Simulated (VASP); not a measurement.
Crystal: Cd.

```
CELL_PARAMETERS angstrom
3.00071 0.00000 0.00000
-1.50036 2.59869 0.00000
0.00000 0.00000 5.92616
ATOMIC_POSITIONS crystal
Cd 0.33333 0.66667 0.25000
Cd 0.66667 0.33333 0.75000
```

Base run:

| Item | Value |
| --- | --- |
| Program | VASP 6.6.1 |
| Functional | PBE |
| Potentials or basis | VASP PAW PBE potentials, release 64 (Cd) |
| Cutoff | 520 eV |
| k mesh | 7 × 7 × 4 |
| Occupations | fermi-dirac, width 0.1 eV |
| Spin | no spin polarisation |

Its results: band gap on the k mesh zero (bands 12 and 13 overlap by 4.38 eV); pressure 0.2 GPa.

**Question.** The run is repeated on the same cell with these changes: k mesh from 7 × 7 × 4 to 3 × 3 × 2. What comes out?

**Answer.** Band gap on the k mesh zero (bands 12 and 13 overlap by 4.08 eV); pressure 2.7 GPa.

Caveats: some runs use coarse meshes.
